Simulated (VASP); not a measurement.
# ZnO (zincite) (P6_3mc) in VASP: notebook

The runs below take ZnO (zincite) through single point, with revPBE+D4, LDA.

All numbers are computed with VASP 6.6.1; they aren't measurements. Logs are shortened: lines on timing, memory, paths and dates and some standing lists are left out, and cuts for length are marked.

**The experiment to reproduce.**

“Electronic structure of alkaline earth and post-transition metal oxides”, 2009, arxiv:0908.1581 quotes, for a bulk crystal of ZnO: band gap 3.37 eV.

The results are compared with them further down.

## 1. The cell of the first run

Symmetry: P6_3mc, No. 186, hexagonal system. Conventional cell: a = 3.183 Å, b = 3.183 Å, c = 5.099 Å, α = 90.00°, β = 90.00°, γ = 120.00°. Within 2.6 Å of Zn (site symmetry 3m) lie 4 O at 1.93 to 1.94 Å. O (site symmetry 3m) has 4 Zn at 1.93 to 1.94 Å within 2.6 Å.

## 2. Single point, revPBE+D4

INCAR

```
SYSTEM = ZnO
PREC     = Accurate       ! precision mode
ENCUT    = 520            ! plane-wave cutoff, eV
EDIFF    = 1E-6           ! SCF threshold, eV
ISMEAR   = -1             ! smearing method
SIGMA    = 0.05           ! smearing width, eV
LREAL    = .False.        ! projectors in reciprocal space
LASPH    = .True.         ! aspherical terms in the spheres
NELM     = 80             ! most SCF steps
ALGO     = Normal         ! electronic algorithm
ISIF     = 2              ! what is computed and relaxed
LWAVE    = .False.        ! write WAVECAR
LCHARG   = .False.        ! write CHGCAR
GGA      = RE             ! functional
IVDW     = 13             ! dispersion correction
NBANDS   = 26             ! bands
```

KPOINTS

```
regular mesh
0
Gamma
  9 9 5
  0 0 0
```

POSCAR

```
ZnO
1.0
    3.1829769797      0.0000000000      0.0000000000
   -1.5914884899      2.7565389241      0.0000000000
    0.0000000000      0.0000000000      5.0994402224
Zn O
2 2
Direct
    0.6666666667      0.3333333333      0.0000000000
    0.3333333333      0.6666666667      0.5000000000
    0.3333333333      0.6666666667      0.8790100000
    0.6666666667      0.3333333333      0.3790100000
```

Potentials or basis: VASP PAW PBE potentials, release 64 (Zn, O).

Started as:

```bash
$ cat potpaw_PBE.64/Zn/POTCAR potpaw_PBE.64/O/POTCAR > POTCAR
$ mpirun -np 1 vasp_std > vasp.out
```

OUTCAR:

```text
SYSTEM = ZnO
   PREC = Accurate
   ENCUT = 520
   EDIFF = 1E-6
   ISMEAR = -1
   LREAL = .False.
   LASPH = .True.
   NELM = 80
   ISIF = 2
   GGA = RE
   IVDW = 13

 ion  position               nearest neighbor table
   1  0.667  0.333  0.000-   4 1.93   3 1.94   3 1.94   3 1.94
   2  0.333  0.667  0.500-   3 1.93   4 1.94   4 1.94   4 1.94
   3  0.333  0.667  0.879-   2 1.93   1 1.94   1 1.94   1 1.94
   4  0.667  0.333  0.379-   1 1.93   2 1.94   2 1.94   2 1.94

  LATTYP: Found a hexagonal cell.
 ALAT       =     3.1829769797
 C/A-ratio  =     1.6020977390

  Lattice vectors:

 A1 = (   3.1829769797,   0.0000000000,   0.0000000000)
 A2 = (  -1.5914884899,   2.7565389241,   0.0000000000)
 A3 = (   0.0000000000,   0.0000000000,   5.0994402224)

Analysis of symmetry for initial positions (statically):
=====================================================================
 Subroutine PRICEL returns:
 Original cell was already a primitive cell.

 Routine SETGRP: Setting up the symmetry group for a
 hexagonal supercell.

 Subroutine GETGRP returns: Found 12 space group operations
 (whereof  6 operations were pure point group operations)
 out of a pool of 24 trial point group operations.

The static configuration has the point symmetry C_3v.
 The point group associated with its full space group is C_6v.

Analysis of symmetry for dynamics (positions and initial velocities):
=====================================================================
 Subroutine PRICEL returns:
 Original cell was already a primitive cell.

 Routine SETGRP: Setting up the symmetry group for a
 hexagonal supercell.

 Subroutine GETGRP returns: Found 12 space group operations
 (whereof  6 operations were pure point group operations)
 out of a pool of 24 trial point group operations.

The dynamic configuration has the point symmetry C_3v.
 The point group associated with its full space group is C_6v.

 Subroutine INISYM returns: Found 12 space group operations
 (whereof  6 operations are pure point group operations),
 and found     1 'primitive' translations

----------------------------------------------------------------------------------------

                                     Primitive cell

  volume of cell :      44.7425

  direct lattice vectors                    reciprocal lattice vectors
     3.182976980  0.000000000  0.000000000     0.314171295  0.181386882  0.000000000
    -1.591488490  2.756538924  0.000000000     0.000000000  0.362773764  0.000000000
     0.000000000  0.000000000  5.099440222     0.000000000  0.000000000  0.196099955

  length of vectors
     3.182976980  3.182976980  5.099440222     0.362773764  0.362773764  0.196099955

  position of ions in fractional coordinates (direct lattice)
     0.666666667  0.333333333  0.000000000
     0.333333333  0.666666667  0.500000000
     0.333333333  0.666666667  0.879010000
     0.666666667  0.333333333  0.379010000

  ion indices of the primitive-cell ions
   primitive index   ion index
                 1           1
                 2           2
                 3           3
                 4           4

----------------------------------------------------------------------------------------

 KPOINTS: regular mesh

Automatic generation of k-mesh.
 Grid dimensions read from file:
 generate k-points for:    9    9    5

 Generating k-lattice:

  Cartesian coordinates                     Fractional coordinates (reciprocal lattice)
     0.034907922  0.020154098  0.000000000     0.111111111  0.000000000  0.000000000
     0.000000000  0.040308196  0.000000000     0.000000000  0.111111111  0.000000000
     0.000000000  0.000000000  0.039219991     0.000000000  0.000000000  0.200000000

  Length of vectors
     0.040308196  0.040308196  0.039219991

  Shift w.r.t. Gamma in fractional coordinates (k-lattice)
     0.000000000  0.000000000  0.000000000

 Subroutine IBZKPT returns following result:
 ===========================================

 Found     36 irreducible k-points:

 Following reciprocal coordinates:
            Coordinates               Weight
  0.000000  0.000000  0.000000      1.000000
  0.111111 -0.000000  0.000000      6.000000
  0.222222  0.000000  0.000000      6.000000
  0.333333  0.000000  0.000000      6.000000
  0.444444  0.000000  0.000000      6.000000
  0.111111  0.111111  0.000000      6.000000
[... 16 lines left out ...]
  0.333333  0.222222  0.200000     24.000000
  0.333333  0.333333  0.200000      4.000000
 [... further k-points ...]
   k-points           NKPTS =     36   k-points in BZ     NKDIM =     36   number of bands    NBANDS=     26
   number of dos      NEDOS =    301   number of ions     NIONS =      4
   total plane-waves  NPLWV =  23040
   dimension x,y,z NGX =    24 NGY =   24 NGZ =   40
   dimension x,y,z NGXF=    48 NGYF=   48 NGZF=   80
   ions per type =               2   2
   NGX,Y,Z   is equivalent  to a cutoff of  12.54, 12.54, 13.04 a.u.
[... 36 lines left out ...]
   GGA     = RE    functional components
   LHFCALC =     F    Hartree Fock is set to
   AEXX    =    0.0000 exact exchange contribution
   IVDW    =    13    specifies the selected vdW correction
   LEPSILON=     F    determine dielectric tensor
   LRPA    =     F    only Hartree local field effects (RPA)
 non-spin polarized calculation
  energy-cutoff  :      520.00
  volume of cell :       44.74
 maximum number of plane-waves:      1228
 NGX is ok and might be reduce to    24
   NGX = 11   NGY = 11   NGZ = 19

 number of electron      35.9999989 magnetization

 Free energy of the ion-electron system (eV)
  ---------------------------------------------------
  ext. energy  EPLUGINS =         0.00000000
  ---------------------------------------------------
  free energy    TOTEN  =       -16.21076168 eV

  energy without entropy =      -16.21076074  energy(sigma->0) =      -16.21076121

 E-fermi :   2.4243     XC(G=0): -11.0647

 val. band max:        1.9173418022   @ k =   0.0000   0.0000   0.0000
 cond. band min:       2.8572324700   @ k =   0.0000   0.0000   0.0000
 fundamental gap:      0.9398906678
 Fermi energy:         2.4242570509

 k-point     1 :       0.0000    0.0000    0.0000
  band No.  band energies     occupation
      1     -16.7611      2.00000
      2     -15.9419      2.00000
      3      -4.1918      2.00000
      4      -4.0878      2.00000
      5      -4.0878      2.00000
      6      -4.0394      2.00000
[... 18 lines left out ...]
     25      16.5300      0.00000
     26      16.5300      0.00000

 k-point     2 :       0.1111   -0.0000    0.0000
  band No.  band energies     occupation
      1     -16.6864      2.00000
      2     -15.9096      2.00000
      3      -4.1912      2.00000
      4      -4.0742      2.00000
      5      -4.0455      2.00000
      6      -3.9943      2.00000
[... 18 lines left out ...]
     25      16.6846      0.00000
     26      16.6940      0.00000

 k-point     3 :       0.2222    0.0000    0.0000
  band No.  band energies     occupation
      1     -16.4865      2.00000
      2     -15.8323      2.00000
      3      -4.3687      2.00000
      4      -4.0044      2.00000
      5      -3.9462      2.00000
      6      -3.8675      2.00000
[... 18 lines left out ...]
     25      15.7953      0.00000
     26      16.6567      0.00000

 k-point     4 :       0.3333    0.0000    0.0000
  band No.  band energies     occupation
      1     -16.2317      2.00000
      2     -15.7610      2.00000
      3      -4.4769      2.00000
      4      -4.0816      2.00000
      5      -3.8554      2.00000
      6      -3.6781      2.00000
[... 18 lines left out ...]
     25      15.7237      0.00000
     26      16.5101      0.00000
[... 496 lines left out ...]
      1     -16.0702      2.00000
      2     -15.7730      2.00000
      3      -4.3334      2.00000
      4      -4.2297      2.00000
      5      -3.7830      2.00000
      6      -3.7677      2.00000
[... 18 lines left out ...]
     25      14.3507      0.00000
     26      17.7213      0.00000

 k-point    23 :       0.3333    0.2222    0.2000
  band No.  band energies     occupation
      1     -15.9097      2.00000
      2     -15.7635      2.00000
      3      -4.2410      2.00000
      4      -4.0776      2.00000
      5      -3.8520      2.00000
      6      -3.6344      2.00000
[... 18 lines left out ...]
     25      15.1804      0.00000
     26      16.8252      0.00000

 k-point    24 :       0.3333    0.3333    0.2000
  band No.  band energies     occupation
      1     -15.8077      2.00000
      2     -15.8077      2.00000
      3      -4.1204      2.00000
      4      -3.9202      2.00000
      5      -3.9202      2.00000
      6      -3.5602      2.00000
[... 18 lines left out ...]
     25      15.8086      0.00000
     26      17.1653      0.00000

 [... further k-points ...]

------------------------ aborting loop because EDIFF is reached ----------------------------------------

  DFT-D4 for vdW energy calculation

  Edisp (eV):   -1.99000

  FORCE on cell =-STRESS in cart. coord.  units (eV):
  Direction    XX          YY          ZZ          XY          YZ          ZX
  --------------------------------------------------------------------------------------
  -------------------------------------------------------------------------------------
  Total       3.21505     3.21505     3.83251    -0.00000     0.00000     0.00000
  in kB     115.12730   115.12730   137.23777    -0.00000     0.00000     0.00000
  external pressure =      122.50 kB  Pullay stress =        0.00 kB

 VOLUME and BASIS-vectors are now :
 -----------------------------------------------------------------------------
  energy-cutoff  :      520.00
  volume of cell :       44.74
      direct lattice vectors                 reciprocal lattice vectors
     3.182976980  0.000000000  0.000000000     0.314171295  0.181386882  0.000000000
    -1.591488490  2.756538924  0.000000000     0.000000000  0.362773764  0.000000000
     0.000000000  0.000000000  5.099440222     0.000000000  0.000000000  0.196099955

 POSITION                                       TOTAL-FORCE (eV/Angst)
 -----------------------------------------------------------------------------------
      1.59149      0.91885      0.00000         0.000000     -0.000000     -0.092492
     -0.00000      1.83769      2.54972        -0.000000      0.000000     -0.092492
     -0.00000      1.83769      4.48246         0.000000     -0.000000      0.092492
      1.59149      0.91885      1.93274        -0.000000      0.000000      0.092492
 -----------------------------------------------------------------------------------
    total drift:                                0.000001      0.000001      0.001229

  FREE ENERGIE OF THE ION-ELECTRON SYSTEM (eV)
  ---------------------------------------------------
  free  energy   TOTEN  =       -18.2007573979 eV

  energy  without entropy=      -18.2007564536  energy(sigma->0) =      -18.20075693
```

Run time: 15 s. Hardware: 1 thread of Intel Xeon 6975P-C (Granite Rapids), shared host; peak memory 0.17 GiB.

What came out:

```
Free energy                : -18.2008 eV
Pressure                   : 12.2 GPa
Largest force              : 0.092 eV/Å
Band gap on the k mesh     : 0.94 eV, direct
Dispersion energy per atom : -0.497 eV
```

Forces on the atoms (eV/Å):
```
Zn   0.000  0.000 -0.092
Zn   0.000  0.000 -0.092
O    0.000  0.000  0.092
O    0.000  0.000  0.092
```

Levels at points of the mesh, in eV from the valence-band top:
```tsv
k point	band 16	band 17	band 18	band 19	band 20	band 21
(0.00, 0.00, 0.00)	-0.09	0.00	0.00	0.94	5.51	8.55
```

Caveat: the PAW data sets were made with another functional, which shifts forces and pressure a little.

## 3. Single point, LDA

INCAR

```
SYSTEM = ZnO
  PREC = Accurate
  ENCUT = 520
  EDIFF = 1E-7
  ISMEAR = -1
  SIGMA = 0.05
  LREAL = .False.
  LASPH = .True.
  NELM = 100
  ALGO = Normal
  ISIF = 2
  LWAVE = .False.
  LCHARG = .True.
  GGA = CA
  LELF = .True.
  LVHAR = .True.
  NBANDS = 26
```

KPOINTS is that of step 2.

POSCAR is that of step 2.

Potentials or basis: VASP PAW LDA potentials, release 64 (Zn, O).

Started as:

```bash
$ cat potpaw_LDA.64/Zn/POTCAR potpaw_LDA.64/O/POTCAR > POTCAR
$ mpirun -np 1 vasp_std > vasp.out
```

Run time: 13 s. Hardware: 1 thread of Intel Xeon 6975P-C (Granite Rapids), shared host; peak memory 0.16 GiB.

Results (log left out):

```
Free energy            : -21.1456 eV
Pressure               : 3.5 GPa
Largest force          : 0.078 eV/Å
Band gap on the k mesh : 0.84 eV, direct
```

Forces on the atoms (eV/Å):
```
Zn   0.000  0.000 -0.078
Zn   0.000  0.000 -0.078
O    0.000  0.000  0.078
O    0.000  0.000  0.078
```

Stress tensor (GPa, compression positive):
```
2.82 0.00 0.00
0.00 2.82 0.00
0.00 0.00 4.97
```

Levels at points of the mesh, in eV from the valence-band top:
| k point | band 14 | band 15 | band 16 | band 17 | band 18 | band 19 | band 20 | band 21 | band 22 | band 23 |
| --- | --- | --- | --- | --- | --- | --- | --- | --- | --- | --- |
| (0.00, 0.00, 0.00) | -0.90 | -0.90 | -0.09 | 0.00 | 0.00 | 0.84 | 5.32 | 8.34 | 12.95 | 12.95 |

## 4. Single point, LDA

This run uses another cell than the first one, of 11.42 Å³/atom, 1.021 times its volume.

INCAR

```
  PREC = Accurate
  ENCUT = 520
  EDIFF = 1E-6
  ISMEAR = -1
  SIGMA = 0.05
  LREAL = False
  LASPH = True
  NELM = 60
  ALGO = Normal
  ISIF = 2
  LWAVE = False
  LCHARG = False
  GGA = CA
  NBANDS = 26
```

KPOINTS

```
regular mesh
0
Gamma
  9 9 5
```

POSCAR

```
ZnO
1.0
    3.2053930491      0.0000000000      0.0000000000
   -1.6026965246      2.7759518096      0.0000000000
    0.0000000000      0.0000000000      5.1353529565
Zn O
2 2
Direct
    0.6666666667      0.3333333333      0.0000000000
    0.3333333333      0.6666666667      0.5000000000
    0.3333333333      0.6666666667      0.8790100000
    0.6666666667      0.3333333333      0.3790100000
```

Started as:

```bash
$ cat potpaw_LDA.64/Zn/POTCAR potpaw_LDA.64/O/POTCAR > POTCAR
$ mpirun -np 1 vasp_std > vasp.out
```

Run time: 13 s. Hardware: 1 thread of Intel Xeon 6975P-C (Granite Rapids), shared host; peak memory 0.16 GiB.

It converged, with:

- Free energy: -21.1570 eV
- Pressure: 0.0 GPa
- Largest force: 0.070 eV/Å
- Band gap on the k mesh: 0.81 eV, direct

Forces on the atoms (eV/Å):
```
Zn   0.000  0.000 -0.070
Zn   0.000  0.000 -0.070
O    0.000  0.000  0.070
O    0.000  0.000  0.070
```

Stress tensor (GPa, compression positive):
```
-0.72  0.00  0.00
 0.00 -0.72  0.00
 0.00  0.00  1.30
```

Levels at points of the mesh, in eV from the valence-band top:
| k point | band 16 | band 17 | band 18 | band 19 | band 20 | band 21 |
| --- | --- | --- | --- | --- | --- | --- |
| (0.00, 0.00, 0.00) | -0.08 | 0.00 | 0.00 | 0.81 | 5.24 | 8.27 |

## 5. Single point, revPBE+D4

This run uses another cell than the first one, of 11.66 Å³/atom, 1.043 times its volume.

INCAR

```
SYSTEM = ZnO
PREC = Accurate
ENCUT = 520
EDIFF = 1E-6
ISMEAR = -1
SIGMA = 0.05
LREAL = .False.
LASPH = .True.
NELM = 60
ALGO = Normal
ISIF = 2
LWAVE = .False.
LCHARG = .True.
GGA = RE
IVDW = 13
LELF = .True.
LVHAR = .True.
NBANDS = 26
```

KPOINTS

```
regular mesh
0
Gamma
  9 9 5
  0 0 0
```

POSCAR

```
ZnO
1.0
    3.2274999067      0.0000000000      0.0000000000
   -1.6137499533      2.7950969099      0.0000000000
    0.0000000000      0.0000000000      5.1707703030
Zn O
2 2
Direct
    0.6666666667      0.3333333333      0.0000000000
    0.3333333333      0.6666666667      0.5000000000
    0.3333333333      0.6666666667      0.8790100000
    0.6666666667      0.3333333333      0.3790100000
```

Potentials or basis: VASP PAW PBE potentials, release 64 (Zn, O).

Started as:

```bash
$ cat potpaw_PBE.64/Zn/POTCAR potpaw_PBE.64/O/POTCAR > POTCAR
$ mpirun -np 1 vasp_std > vasp.out
```

It took 16 s on 1 thread of Intel Xeon 6975P-C (Granite Rapids), shared host; peak memory 0.18 GiB.

Results (log left out):

```
Free energy                : -18.3039 eV
Pressure                   : 5.2 GPa
Largest force              : 0.078 eV/Å
Band gap on the k mesh     : 0.88 eV, direct
Dispersion energy per atom : -0.474 eV
```

Forces on the atoms (eV/Å):
```
Zn   0.000  0.000 -0.078
Zn   0.000  0.000 -0.078
O    0.000  0.000  0.078
O    0.000  0.000  0.078
```

Stress tensor (GPa, compression positive):
```
4.56 0.00 0.00
0.00 4.56 0.00
0.00 0.00 6.50
```

Levels at points of the mesh, in eV from the valence-band top:
| k point | band 16 | band 17 | band 18 | band 19 | band 20 | band 21 |
| --- | --- | --- | --- | --- | --- | --- |
| (0.00, 0.00, 0.00) | -0.08 | 0.00 | 0.00 | 0.88 | 5.36 | 8.41 |

Caveat: the PAW data sets were made with another functional, which shifts forces and pressure a little. Expect the measured gap to be larger: semilocal functionals such as revPBE lack the derivative discontinuity.

## 6. The runs side by side

| level | potentials or basis | cell | gap on the mesh (eV) | pressure (GPa) | largest force (eV/Å) |
| --- | --- | --- | --- | --- | --- |
| revPBE+D4 | VASP PAW PBE potentials, release 64 (Zn, O) | a = 3.183, b = 3.183, c = 5.099 Å, angles 90.0, 90.0, 120.0°, 4 atoms | 0.94 | 12.2 | 0.09 |
| LDA | VASP PAW LDA potentials, release 64 (Zn, O) | a = 3.183, b = 3.183, c = 5.099 Å, angles 90.0, 90.0, 120.0°, 4 atoms | 0.84 | 3.5 | 0.08 |
| LDA | VASP PAW LDA potentials, release 64 (Zn, O) | a = 3.205, b = 3.205, c = 5.135 Å, angles 90.0, 90.0, 120.0°, 4 atoms | 0.81 | 0.0 | 0.07 |
| revPBE+D4 | VASP PAW PBE potentials, release 64 (Zn, O) | a = 3.227, b = 3.227, c = 5.171 Å, angles 90.0, 90.0, 120.0°, 4 atoms | 0.88 | 5.2 | 0.08 |

Alike in all rows: task single point; no spin polarisation; k mesh 9 × 9 × 5; cutoff (eV) 520; smearing fermi-dirac 0.05 eV.

Caveats: the PAW data sets were made with another functional, which shifts forces and pressure a little (some runs).

Total energies depend on the potentials used, so only differences within one code and one set of settings carry meaning.

## 7. How close it comes

Step 4. Measured gap of ZnO: 3.37 eV (quoted in “Electronic structure of alkaline earth and post-transition metal oxides”, 2009, arxiv:0908.1581). This calculation gives 0.81 eV (-2.56 eV). So large a miss can be the level of theory's own, or it may mean another phase, state or a wrong row. The value is that of LDA, without temperature or zero-point motion. Semilocal functionals fall short of measured gaps as a rule.
